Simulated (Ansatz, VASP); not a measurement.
# Ta5Si: VASP beside Ansatz

```
CELL_PARAMETERS angstrom
4.74517 0.00000 0.00000
-2.37258 4.10944 0.00000
0.00000 0.00000 5.43627
ATOMIC_POSITIONS crystal
Ta 0.33333 0.66667 0.25658
Ta 0.33333 0.66667 0.74342
Ta 0.66667 0.33333 0.74342
Ta 0.66667 0.33333 0.25658
Ta 0.00000 0.00000 0.50000
Si 0.00000 0.00000 0.00000
```

Alike in both runs: functional PBE; k mesh 6 × 6 × 4; occupations gaussian, width 0.1 eV; no spin polarisation.

Ansatz relaxed the structure, and its values are those at the end. VASP's run is a single point on that final structure, the one shown.

|  | VASP | Ansatz |
| --- | --- | --- |
| version | VASP 6.6.1 | Ansatz 0.2.0 |
| potentials or method | VASP PAW PBE potentials, release 64 (Ta_pv, Si), cutoff 520 eV | scalar-relativistic, plane waves, PAW |
| valence electrons in the cell | 59 | 69 |

|  | VASP | Ansatz | Ansatz less VASP |
| --- | --- | --- | --- |
| gap on the k mesh at the Fermi level (eV) | none | none | - |
| pressure (GPa) | 0.2 | 0.1 | -0.15 |

A gap of «none» marks a metal or a gap that the smearing closes. With one functional, cell and mesh, what is left measures potentials, basis and numerics. VASP's potentials hold 59 valence electrons a cell and Ansatz's 69, so a difference there can come from the potentials and not from the codes.

Neither program's run includes spin-orbit coupling.
